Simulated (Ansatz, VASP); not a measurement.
## One calculation of ZrB2, two programs

INCAR

```
SYSTEM = ZrB2
PREC = Accurate
ENCUT = 520
EDIFF = 1E-6
ISMEAR = 1
SIGMA = 0.15
LREAL = .FALSE.
LASPH = .TRUE.
NELM = 60
ALGO = Normal
ISIF = 2
LWAVE = .FALSE.
LCHARG = .FALSE.
GGA = PS
NBANDS = 16
```

File KPOINTS:

```
Automatic mesh
0
G
  10 10 8
  0 0 0
```

The input POSCAR:

```
ZrB2
1.0
    3.1271569103      0.0000000000      0.0000000000
   -1.5635784551      2.7081977895      0.0000000000
    0.0000000000      0.0000000000      3.4852509034
Zr B
1 2
Direct
    0.0000000000      0.0000000000      0.0000000000
    0.3333333333      0.6666666667      0.5000000000
    0.6666666667      0.3333333333      0.5000000000
```

Input for Ansatz:

```yaml
crystal:
  lattice:
    - [3.1271569102510357, 0.0, 0.0]
    - [-1.5635784551255179, 2.7081977895486053, 0.0]
    - [0.0, 0.0, 3.48525090344382]
  atoms:
    - { symbol: Zr, position: [0.0, 0.0, 0.0] }
    - { symbol: B, position: [0.3333333333333333, 0.6666666666666666, 0.5] }
    - { symbol: B, position: [0.6666666666666666, 0.3333333333333333, 0.5] }
basis:
  ecutwfc: 500.0
kpoints:
  mp_grid:
    grid: [10, 10, 8]
hamiltonian:
  xc: pbesol
scf:
  convergence:
    dr2_threshold: 1.0e-09
  occupations:
    method: methfessel_paxton
    width: 0.15
output:
  stress: true
```

Alike in both runs: task single point; functional PBEsol; k mesh 10 × 10 × 8; occupations methfessel-paxton of order 1, width 0.15 eV; no spin polarisation.

```csv
,VASP,Ansatz
version,VASP 6.6.1,Ansatz 0.2.0
potentials or method,"VASP PAW PBE potentials, release 64 (Zr_sv, B), cutoff 520 eV","plane waves, PAW"
valence electrons in the cell,18,18
```

|  | VASP | Ansatz | Ansatz less VASP |
| --- | --- | --- | --- |
| pressure (GPa) | 6.7 | 6.3 | -0.39 |
| traceless stress, the component that is largest in VASP (GPa) | -0.57 | -0.57 | +0.005 |

VASP's potentials were made for PBE, not for PBEsol. Ansatz's warnings: stress scf threshold loose.
